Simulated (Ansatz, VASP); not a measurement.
Os: VASP beside Ansatz

POSCAR

```
Os
1.0
    2.7393806551      0.0000000000      0.0000000000
   -1.3696903275      2.3723732379      0.0000000000
    0.0000000000      0.0000000000      4.3138178725
Os
2
Direct
    0.3333333333      0.6666666667      0.2500000000
    0.6666666667      0.3333333333      0.7500000000
```

The input INCAR.step1:

```
SYSTEM = Os
PREC = Accurate ; ENCUT = 520
ISMEAR = 0 ; SIGMA = 1.0
LREAL = .FALSE. ; LASPH = .TRUE.
NELM = 80 ; NBANDS = 15
GGA = PE ; ALGO = Normal
EDIFF = 1E-4 ; LWAVE = .TRUE.
LCHARG = .FALSE.
```

File INCAR.step2:

```
SYSTEM = Os
PREC = Accurate ; ENCUT = 520
EDIFF = 1E-6 ; ISMEAR = 0
SIGMA = 1.0 ; LREAL = .FALSE.
LASPH = .TRUE. ; NELM = 80
ALGO = Normal ; ISIF = 2
LWAVE = .FALSE. ; LCHARG = .FALSE.
METAGGA = R2SCAN ; LMIXTAU = .TRUE.
NBANDS = 15 ; ISTART = 1
```

The input KPOINTS:

```
regular mesh
0
G
  13 13 7
  0 0 0
```

Input for Ansatz:

```yaml
crystal:
  lattice:
    - [2.7393806551, 0.0, 0.0]
    - [-1.3696903275, 2.3723732379, 0.0]
    - [0.0, 0.0, 4.3138178725]
  atoms:
    - { symbol: Os, position: [0.3333333333, 0.6666666667, 0.25] }
    - { symbol: Os, position: [0.6666666667, 0.3333333333, 0.75] }
hamiltonian:
  xc: r2scan
  pseudopotentials:
    kind: paw
    azcp:
      Os: "pseudopotentials/Os.paw.azcp"
basis:
  ecutwfc: 500
  fft_grid_basis: typed
kpoints:
  mp_grid: { grid: [13, 13, 7], shift: [0, 0, 0] }
magnetization:
  spin_polarized: false
scf:
  occupations: { method: gaussian, width: 1.0 }
  lower_state_search: "off"
output:
  stress: true
```

Alike in both runs: task single point; functional r2SCAN; k mesh 13 × 13 × 7; occupations gaussian, width 1 eV; no spin polarisation.

|  | VASP | Ansatz |
| --- | --- | --- |
| version | VASP 6.6.1 | Ansatz 0.2.0 |
| potentials or method | VASP PAW PBE potentials, release 64 (Os), cutoff 520 eV | plane waves (500 eV) with PAW, scalar-relativistic |
| valence electrons in the cell | 16 | 32 |

VASP gave:

| Quantity | Value |
| --- | --- |
| pressure (GPa) | 3.8 |
| traceless stress, the component that is largest in VASP (GPa) | 1.89 |

Q: What did Ansatz give for the same quantities?

A: Pressure (GPa): 2.7; traceless stress, the component that is largest in VASP (GPa): 1.86.

VASP's potentials were made for PBE, not for r2SCAN. With one functional, cell and mesh, what is left measures potentials, basis and numerics. VASP's potentials hold 16 valence electrons a cell and Ansatz's 32, so a difference there can come from the potentials and not from the codes.

Neither program's run includes spin-orbit coupling.
